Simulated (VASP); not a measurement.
KBr, 2 atoms in the cell. The structure is cubic, space group Fm-3m (No. 225). The conventional cell has a = 6.605 Å, b = 6.605 Å, c = 6.605 Å, α = 90.00°, β = 90.00°, γ = 90.00°. K (site symmetry m-3m) has 6 Br at 3.30 Å within 4.3 Å. Br (site symmetry m-3m) has 6 K at 3.30 Å within 4.3 Å. 

| Property | Result |
| --- | --- |
| Program | VASP 6.6.1 |
| Task | single point |
| Functional | PBE-based global hybrid |
| Potentials or basis | VASP PAW PBE potentials, release 64 (K_sv, Br) |
| Cutoff | 520 eV |
| k mesh | 4 × 4 × 4 |
| Occupations | gaussian, width 0.01 eV |
| Spin | no spin polarisation |
| Dipole correction | no |
| Grid for exact exchange (PRECFOCK) | Normal |
| Share of exact exchange | 0.05 |
| Further INCAR settings | ALGO = Normal; EDIFF = 1e-06; NBANDS = 15 |

Potentials or basis: VASP PAW PBE potentials, release 64 (K_sv, Br).

The run is started by

```bash
$ cat potpaw_PBE.64/K_sv/POTCAR potpaw_PBE.64/Br/POTCAR > POTCAR
$ cp INCAR.step1 INCAR
$ mpirun -np 1 vasp_std > vasp.out
$ cp INCAR.step2 INCAR
$ mpirun -np 1 vasp_std > vasp.out
```

Hardware: 1 thread of Intel(R) Xeon(R) 6975P-C (Granite Rapids), with other jobs on the host.

Estimate the wall time of this run.

Run time: 2.4 min on 1 thread of Intel(R) Xeon(R) 6975P-C (Granite Rapids) (shared host), peak memory 0.21 GiB. Counts: k points 8.
